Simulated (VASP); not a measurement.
# SiSn5 (P6/mmm) in VASP: a series of runs

SiSn5 is run at these levels: PBE; tasks: single point.

All numbers are computed with VASP 6.6.1; they aren't measurements. Logs are shortened: lines on timing, memory, paths and dates and some standing lists are left out, and cuts for length are marked.

### Step 1. The cell of the first run

Symmetry: P6/mmm, No. 191, hexagonal system. The conventional cell has a = 3.171 Å, b = 3.171 Å, c = 17.865 Å, α = 90.00°, β = 90.00°, γ = 120.00°. Within 3.9 Å of Si (site symmetry 6/mmm) lie 2 Sn at 2.98 Å and 6 Si at 3.17 Å. Sn (site symmetry 6mm) has 7 Sn at 2.98 to 3.17 Å and 1 Si at 2.98 Å within 3.9 Å. Within 3.9 Å of Sn (site symmetry 6mm) lie 8 Sn at 2.98 to 3.17 Å. Sn (site symmetry 6/mmm) has 8 Sn at 2.98 to 3.17 Å within 3.9 Å.

### Step 2. Single point, PBE

INCAR reads:

```
PREC = Accurate ; ENCUT = 520
EDIFF = 1E-6 ; ISMEAR = 0
SIGMA = 0.1 ; LREAL = False
LASPH = True ; NELM = 60
ALGO = Normal ; ISIF = 2
LWAVE = False ; LCHARG = True
GGA = PE ; LELF = True
LVHAR = True ; NBANDS = 46
```

KPOINTS reads:

```
Automatic mesh
0
Gamma
  6 6 1
```

POSCAR reads:

```
SiSn5
1.0
    3.1707991900      0.0000000000      0.0000000000
   -1.5853995900      2.7459926500      0.0000000000
    0.0000000000      0.0000000000     17.8653885700
Si Sn
1 5
Direct
    0.0000000000      0.0000000000      0.0000000000
    0.0000000000      0.0000000000      0.8333333300
    0.0000000000      0.0000000000      0.1666666700
    0.0000000000      0.0000000000      0.3333333300
    0.0000000000      0.0000000000      0.5000000000
    0.0000000000      0.0000000000      0.6666666700
```

Potentials or basis: VASP PAW PBE potentials, release 64 (Si, Sn_d).

On the command line:

```
> cat potpaw_PBE.64/Si/POTCAR potpaw_PBE.64/Sn_d/POTCAR > POTCAR
> mpirun -np 1 vasp_std > vasp.out
```

OUTCAR:

```text
PREC = Accurate
   ENCUT = 520
   EDIFF = 1E-6
   ISMEAR = 0
   LREAL = False
   LASPH = True
   NELM = 60
   ISIF = 2
   GGA = PE

 ion  position               nearest neighbor table
   1  0.000  0.000  0.000-   2 2.98   3 2.98
   2  0.000  0.000  0.833-   6 2.98   1 2.98
   3  0.000  0.000  0.167-   4 2.98   1 2.98
   4  0.000  0.000  0.333-   3 2.98   5 2.98
   5  0.000  0.000  0.500-   4 2.98   6 2.98
   6  0.000  0.000  0.667-   2 2.98   5 2.98

  LATTYP: Found a hexagonal cell.
 ALAT       =     3.1707991900
 C/A-ratio  =     5.6343487870

  Lattice vectors:

 A1 = (   3.1707991900,   0.0000000000,   0.0000000000)
 A2 = (  -1.5853995900,   2.7459926500,   0.0000000000)
 A3 = (   0.0000000000,   0.0000000000,  17.8653885700)

Analysis of symmetry for initial positions (statically):
=====================================================================
 Subroutine PRICEL returns:
 Original cell was already a primitive cell.

 Routine SETGRP: Setting up the symmetry group for a
 hexagonal supercell.

 Subroutine GETGRP returns: Found 24 space group operations
 (whereof 24 operations were pure point group operations)
 out of a pool of 24 trial point group operations.

The static configuration has the point symmetry D_6h.

Analysis of symmetry for dynamics (positions and initial velocities):
=====================================================================
 Subroutine PRICEL returns:
 Original cell was already a primitive cell.

 Routine SETGRP: Setting up the symmetry group for a
 hexagonal supercell.

 Subroutine GETGRP returns: Found 24 space group operations
 (whereof 24 operations were pure point group operations)
 out of a pool of 24 trial point group operations.

The dynamic configuration has the point symmetry D_6h.

 Subroutine INISYM returns: Found 24 space group operations
 (whereof 24 operations are pure point group operations),
 and found     1 'primitive' translations

----------------------------------------------------------------------------------------

                                     Primitive cell

  volume of cell :     155.5538

  direct lattice vectors                    reciprocal lattice vectors
     3.170799190  0.000000000  0.000000000     0.315377903  0.182083517  0.000000000
    -1.585399590  2.745992650  0.000000000     0.000000000  0.364167034  0.000000000
     0.000000000  0.000000000 17.865388570     0.000000000  0.000000000  0.055974153

  length of vectors
     3.170799190  3.170799189 17.865388570     0.364167034  0.364167034  0.055974153

  position of ions in fractional coordinates (direct lattice)
     0.000000000  0.000000000  0.000000000
     0.000000000  0.000000000  0.833333330
     0.000000000  0.000000000  0.166666670
     0.000000000  0.000000000  0.333333330
     0.000000000  0.000000000  0.500000000
     0.000000000  0.000000000  0.666666670

  ion indices of the primitive-cell ions
   primitive index   ion index
                 1           1
                 2           2
                 3           3
                 4           4
                 5           5
                 6           6

----------------------------------------------------------------------------------------

 KPOINTS: Automatic mesh

Automatic generation of k-mesh.
 Grid dimensions read from file:
 generate k-points for:    6    6    1

 Generating k-lattice:

  Cartesian coordinates                     Fractional coordinates (reciprocal lattice)
     0.052562984  0.030347253  0.000000000     0.166666667 -0.000000000  0.000000000
     0.000000000  0.060694506  0.000000000     0.000000000  0.166666667  0.000000000
     0.000000000  0.000000000  0.055974153     0.000000000  0.000000000  1.000000000

  Length of vectors
     0.060694506  0.060694506  0.055974153

  Shift w.r.t. Gamma in fractional coordinates (k-lattice)
     0.000000000  0.000000000  0.000000000

 Subroutine IBZKPT returns following result:
 ===========================================

 Found      7 irreducible k-points:

 Following reciprocal coordinates:
            Coordinates               Weight
  0.000000  0.000000  0.000000      1.000000
  0.166667  0.000000  0.000000      6.000000
  0.333333  0.000000  0.000000      6.000000
  0.500000  0.000000  0.000000      3.000000
  0.166667  0.166667  0.000000      6.000000
  0.333333  0.166667  0.000000     12.000000
  0.333333  0.333333  0.000000      2.000000
   k-points           NKPTS =      7   k-points in BZ     NKDIM =      7   number of bands    NBANDS=     46
   number of dos      NEDOS =    301   number of ions     NIONS =      6
   total plane-waves  NPLWV =  80640
   dimension x,y,z NGX =    24 NGY =   24 NGZ =  140
   dimension x,y,z NGXF=    48 NGYF=   48 NGZF=  280
   ions per type =               1   5
   NGX,Y,Z   is equivalent  to a cutoff of  12.58, 12.58, 13.03 a.u.
   NGXF,Y,Z  is equivalent  to a cutoff of  25.17, 25.17, 26.06 a.u.
 SYSTEM =  unknown system
   PREC   = accura    normal or accurate (medium, high low for compatibility)
   ISTART =      0    job   : 0-new  1-cont  2-samecut
   ICHARG =      2    charge: 1-file 2-atom 10-const
   ISPIN  =      1    spin polarized calculation?
   LNONCOLLINEAR =      F non collinear calculations
   LSORBIT =      F    spin-orbit coupling
   LASPH  =      T    aspherical Exc in radial PAW
   ENCUT  =  520.0 eV  38.22 Ry    6.18 a.u.   5.90  5.90 33.22*2*pi/ulx,y,z
   NELM   =     60;   NELMIN=  2; NELMDL= -5     # of ELM steps
   EDIFF  = 0.1E-05   stopping-criterion for ELM
   LREAL  =      F    real-space projection
   EDIFFG = 0.1E-04   stopping-criterion for IOM
   NSW    =      0    number of steps for IOM
   IBRION =     -1    ionic relax: 0-MD 1-quasi-New 2-CG
   NFREE  =      0    steps in history (QN), initial steepest desc. (CG)
   ISIF   =      2    stress and relaxation
   ISYM   =      2    0-nonsym 1-usesym 2-fastsym
   POTIM  = 0.5000    time-step for ionic-motion
   TEBEG  =    0.0;   TEEND  =   0.0 temperature during run
   PSTRESS=    0.0 pullay stress
   NELECT =      74.0000    total number of electrons
   NUPDOWN=      -1.0000    fix difference up-down
   EMIN   =  10.00;   EMAX   =-10.00  energy-range for DOS
   EFERMI =   0.00;   METHOD = LEGACY
   ISMEAR =     0;   SIGMA  =   0.10  broadening in eV -4-tet -1-fermi 0-gaus
   EFERMI_NEDOS =   21; number of points for ismear=-14 and -15
   IALGO  =     38    algorithm
   IMIX   =      4    mixing-type and parameters
     AMIX     =   0.40;   BMIX     =  1.00
     AMIX_MAG =   1.60;   BMIX_MAG =  1.00
  volume/ion in A,a.u.               =      25.93       174.95
  Fermi-wavevector in a.u.,A,eV,Ry     =   1.277983  2.415038 22.221601  1.633242
  Thomas-Fermi vector in A             =   2.410552
   LORBIT       =      0    0 simple, 1 ext, 2 COOP (PROOUT), +10 PAW based schemes
   GGA     = PE    functional components
   LHFCALC =     F    Hartree Fock is set to
   AEXX    =    0.0000 exact exchange contribution
   IVDW    =     0    specifies the selected vdW correction
   LEPSILON=     F    determine dielectric tensor
   LRPA    =     F    only Hartree local field effects (RPA)
 non-spin polarized calculation
 Gauss-broadening in eV      SIGMA  =   0.10
  energy-cutoff  :      520.00
  volume of cell :      155.55
 maximum number of plane-waves:      4207
 NGX is ok and might be reduce to    24
   NGX = 11   NGY = 11   NGZ = 67

 number of electron      74.0000010 magnetization

 Free energy of the ion-electron system (eV)
  ---------------------------------------------------
  ext. energy  EPLUGINS =         0.00000000
  ---------------------------------------------------
  free energy    TOTEN  =       -23.32898556 eV

  energy without entropy =      -23.29398216  energy(sigma->0) =      -23.31148386

 E-fermi :   8.1953     XC(G=0): -10.2519

 val. band max:        8.1889921286   @ k =   0.1667   0.1667   0.0000
 cond. band min:       8.2340204790   @ k =   0.3333   0.1667   0.0000
 fundamental gap:      0.0450283504
 Fermi energy:         8.1953363633

 k-point     1 :       0.0000    0.0000    0.0000
  band No.  band energies     occupation
      1     -14.0000      2.00000
      2     -13.9144      2.00000
      3     -13.8204      2.00000
      4     -13.8204      2.00000
      5     -13.8196      2.00000
      6     -13.8196      2.00000
[... 38 lines left out ...]
     45      16.6789      0.00000
     46      16.6789      0.00000

 k-point     2 :       0.1667    0.0000    0.0000
  band No.  band energies     occupation
      1     -13.9714      2.00000
      2     -13.8892      2.00000
      3     -13.8299      2.00000
      4     -13.8229      2.00000
      5     -13.7865      2.00000
      6     -13.7611      2.00000
[... 38 lines left out ...]
     45      14.2001      0.00000
     46      14.2216      0.00000

 k-point     3 :       0.3333    0.0000    0.0000
  band No.  band energies     occupation
      1     -13.9505      2.00000
      2     -13.9064      2.00000
      3     -13.8459      2.00000
      4     -13.8073      2.00000
      5     -13.8049      2.00000
      6     -13.8002      2.00000
[... 38 lines left out ...]
     45      12.4176      0.00000
     46      13.0089      0.00000

 k-point     4 :       0.5000    0.0000    0.0000
  band No.  band energies     occupation
      1     -13.9586      2.00000
      2     -13.9260      2.00000
      3     -13.8640      2.00000
      4     -13.8400      2.00000
      5     -13.8165      2.00000
      6     -13.8145      2.00000
[... 38 lines left out ...]
     45      12.4692      0.00000
     46      12.6080      0.00000

 k-point     5 :       0.1667    0.1667    0.0000
  band No.  band energies     occupation
      1     -13.9287      2.00000
      2     -13.8436      2.00000
      3     -13.8308      2.00000
      4     -13.8298      2.00000
      5     -13.7797      2.00000
      6     -13.7783      2.00000
[... 38 lines left out ...]
     45      11.4739      0.00000
     46      11.5133      0.00000

 k-point     6 :       0.3333    0.1667    0.0000
  band No.  band energies     occupation
      1     -13.9060      2.00000
      2     -13.8573      2.00000
      3     -13.8213      2.00000
      4     -13.8071      2.00000
      5     -13.7850      2.00000
      6     -13.7735      2.00000
[... 38 lines left out ...]
     45      10.1444      0.00000
     46      11.0354      0.00000

 k-point     7 :       0.3333    0.3333    0.0000
  band No.  band energies     occupation
      1     -13.8574      2.00000
      2     -13.7952      2.00000
      3     -13.7952      2.00000
      4     -13.7617      2.00000
      5     -13.7616      2.00000
      6     -13.7616      2.00000
[... 38 lines left out ...]
     45       9.6791      0.00000
     46       9.7959      0.00000

------------------------ aborting loop because EDIFF is reached ----------------------------------------

  FORCE on cell =-STRESS in cart. coord.  units (eV):
  Direction    XX          YY          ZZ          XY          YZ          ZX
  --------------------------------------------------------------------------------------
  -------------------------------------------------------------------------------------
  Total       -0.1447882     -0.1447882      4.3948204     -0.0000000     -0.0000000      0.0000000
  in kB       -1.4912939     -1.4912939     45.2658974     -0.0000000     -0.0000000      0.0000000
  external PRESSURE =      14.0944365 kB  Pullay stress =       0.0000000 kB

 VOLUME and BASIS-vectors are now :
 -----------------------------------------------------------------------------
  energy-cutoff  :      520.00
  volume of cell :      155.55
      direct lattice vectors                 reciprocal lattice vectors
     3.170799190  0.000000000  0.000000000     0.315377903  0.182083517  0.000000000
    -1.585399590  2.745992650  0.000000000     0.000000000  0.364167034  0.000000000
     0.000000000  0.000000000 17.865388570     0.000000000  0.000000000  0.055974153

 POSITION                                       TOTAL-FORCE (eV/Angst)
 -----------------------------------------------------------------------------------
      0.00000      0.00000      0.00000        -0.000000     -0.000000      0.000000
      0.00000      0.00000     14.88782        -0.000000     -0.000000      0.734402
      0.00000      0.00000      2.97756         0.000000      0.000000     -0.734402
      0.00000      0.00000      5.95513        -0.000000     -0.000000     -0.053277
      0.00000      0.00000      8.93269        -0.000000     -0.000000      0.000000
      0.00000      0.00000     11.91026         0.000000      0.000000      0.053277
 -----------------------------------------------------------------------------------
    total drift:                                0.000000     -0.000000      0.000000

  FREE ENERGIE OF THE ION-ELECTRON SYSTEM (eV)
  ---------------------------------------------------
  free  energy   TOTEN  =       -23.3289855585 eV

  energy  without entropy=      -23.2939821615  energy(sigma->0) =      -23.31148386
```

Run time: 2.5 min. Hardware: 1 thread of Intel Xeon 8259CL, shared host; peak memory 0.27 GiB.

Results:

```
Free energy            : -23.3290 eV
Pressure               : 1.4 GPa
Largest force          : 0.734 eV/Å
Band gap on the k mesh : zero (bands 37 and 38 overlap by 7.08 eV)
```

Forces on the atoms (eV/Å):
```
Si   0.000  0.000  0.000
Sn   0.000  0.000  0.734
Sn   0.000  0.000 -0.734
Sn   0.000  0.000 -0.053
Sn   0.000  0.000  0.000
Sn   0.000  0.000  0.053
```

Levels at points of the mesh, in eV from the Fermi level:
```
           k point  band 34  band 35  band 36  band 37  band 38  band 39  band 40  band 41  band 42  band 43
(0.00, 0.00, 0.00)    -2.90     1.22     1.25     4.99     5.65     5.65     7.14     7.14     7.54     7.54
(0.50, 0.00, 0.00)    -3.81    -3.58    -3.37    -2.51    -2.09     0.67     0.71     2.60     2.88     3.29
```

Caveat: the k points lie up to 0.38 Å⁻¹ apart, too coarse for converged energies and pressures of a metal; spin-orbit coupling is left out, which moves the levels of the heavy elements.

### Step 3. Single point, PBE

This run uses another cell than the first one, of 26.65 Å³/atom.

INCAR reads:

```
SYSTEM = SiSn5
PREC     = Accurate       ! precision mode
ENCUT    = 520            ! plane-wave cutoff, eV
EDIFF    = 1E-6           ! SCF threshold, eV
ISMEAR   = 0              ! smearing method
SIGMA    = 0.1            ! smearing width, eV
LREAL    = .False.        ! projectors in reciprocal space
LASPH    = .True.         ! aspherical terms in the spheres
NELM     = 80             ! most SCF steps
ALGO     = Normal         ! electronic algorithm
ISIF     = 2              ! what is computed and relaxed
LWAVE    = .False.        ! write WAVECAR
LCHARG   = .False.        ! write CHGCAR
GGA      = PE             ! functional
NBANDS   = 46             ! bands
```

KPOINTS reads:

```
regular mesh
0
Gamma
  6 6 1
  0 0 0
```

POSCAR reads:

```
SiSn5
1.0
    3.1793988353     -0.0000000029      0.0000000000
   -1.5896994151      2.7534401616      0.0000000000
    0.0000000000      0.0000000000     18.2620704781
Si Sn
1 5
Direct
    0.0000000000      0.0000000000      0.0000000000
    0.0000000000      0.0000000000      0.8475374509
    0.0000000000      0.0000000000      0.1524625491
    0.0000000000      0.0000000000      0.3246651356
    0.0000000000      0.0000000000      0.5000000000
    0.0000000000      0.0000000000      0.6753348644
```

Potentials or basis: VASP PAW PBE potentials, release 64 (Si, Sn_d).

On the command line:

```
> cat potpaw_PBE.64/Si/POTCAR potpaw_PBE.64/Sn_d/POTCAR > POTCAR
> mpirun -np 1 vasp_std > vasp.out
```

OUTCAR:

```text
SYSTEM = SiSn5
   PREC = Accurate
   ENCUT = 520
   EDIFF = 1E-6
   ISMEAR = 0
   LREAL = .False.
   LASPH = .True.
   NELM = 80
   ISIF = 2
   GGA = PE

 ion  position               nearest neighbor table
   1  0.000  0.000  0.000-   2 2.78   3 2.78
   2  0.000  0.000  0.848-   1 2.78   6 3.14
   3  0.000  0.000  0.152-   1 2.78   4 3.14
   4  0.000  0.000  0.325-   3 3.14   5 3.20
   5  0.000  0.000  0.500-   4 3.20   6 3.20
   6  0.000  0.000  0.675-   2 3.14   5 3.20

  LATTYP: Found a hexagonal cell.
 ALAT       =     3.1793988353
 C/A-ratio  =     5.7438753123

  Lattice vectors:

 A1 = (   3.1793988353,  -0.0000000029,   0.0000000000)
 A2 = (  -1.5896994151,   2.7534401616,   0.0000000000)
 A3 = (   0.0000000000,   0.0000000000,  18.2620704781)

Analysis of symmetry for initial positions (statically):
=====================================================================
 Subroutine PRICEL returns:
 Original cell was already a primitive cell.

 Routine SETGRP: Setting up the symmetry group for a
[... 159 lines left out ...]
 E-fermi :   7.8366     XC(G=0): -10.1217

 val. band max:        7.7148032651   @ k =   0.1667   0.1667   0.0000
 cond. band min:       7.8767897103   @ k =   0.3333   0.0000   0.0000
 fundamental gap:      0.1619864452
 Fermi energy:         7.8366115221

 k-point     1 :       0.0000    0.0000    0.0000
  band No.  band energies     occupation
      1     -14.2658      2.00000
      2     -14.1867      2.00000
      3     -14.1740      2.00000
      4     -14.1740      2.00000
      5     -14.1443      2.00000
      6     -14.1443      2.00000
[... 332 lines left out ...]
     45       9.1455      0.00000
     46       9.5147      0.00000

------------------------ aborting loop because EDIFF is reached ----------------------------------------

  FORCE on cell =-STRESS in cart. coord.  units (eV):
  Direction    XX          YY          ZZ          XY          YZ          ZX
  --------------------------------------------------------------------------------------
  -------------------------------------------------------------------------------------
  Total       -0.0417509     -0.0417509     -0.1882099     -0.0000000      0.0000000      0.0000000
  in kB       -0.4184135     -0.4184135     -1.8861766     -0.0000000      0.0000000      0.0000000
  external PRESSURE =      -0.9076679 kB  Pullay stress =       0.0000000 kB

 VOLUME and BASIS-vectors are now :
 -----------------------------------------------------------------------------
  energy-cutoff  :      520.00
  volume of cell :      159.87
      direct lattice vectors                 reciprocal lattice vectors
     3.179398835 -0.000000003  0.000000000     0.314524868  0.181591017  0.000000000
    -1.589699415  2.753440162  0.000000000     0.000000000  0.363182035  0.000000000
     0.000000000  0.000000000 18.262070478     0.000000000  0.000000000  0.054758304

 POSITION                                       TOTAL-FORCE (eV/Angst)
 -----------------------------------------------------------------------------------
      0.00000      0.00000      0.00000        -0.000000     -0.000000      0.000000
      0.00000      0.00000     15.47779         0.000000      0.000000      0.015515
      0.00000      0.00000      2.78428         0.000000     -0.000000     -0.015515
      0.00000      0.00000      5.92906        -0.000000     -0.000000     -0.001852
      0.00000      0.00000      9.13104        -0.000000     -0.000000      0.000000
      0.00000      0.00000     12.33301        -0.000000      0.000000      0.001852
 -----------------------------------------------------------------------------------
    total drift:                                0.000000      0.000000      0.000000

  FREE ENERGIE OF THE ION-ELECTRON SYSTEM (eV)
  ---------------------------------------------------
  free  energy   TOTEN  =       -23.5817865026 eV

  energy  without entropy=      -23.5558229789  energy(sigma->0) =      -23.56880474
```

Wall time 1.7 min (1 thread of Intel Xeon 8259CL, shared host); peak memory 0.27 GiB.

Results:

```yaml
Free_energy: -23.5818 eV
Pressure: -0.1 GPa
Largest_force: 0.016 eV/Å
Band_gap_on_the_k_mesh: zero (bands 37 and 38 overlap by 6.64 eV)
```

Forces on the atoms (eV/Å):
```
Si   0.000  0.000  0.000
Sn   0.000  0.000  0.016
Sn   0.000  0.000 -0.016
Sn   0.000  0.000 -0.002
Sn   0.000  0.000  0.000
Sn   0.000  0.000  0.002
```

Caveat: the k points lie up to 0.38 Å⁻¹ apart, too coarse for converged energies and pressures of a metal; spin-orbit coupling is left out, which moves the levels of the heavy elements.
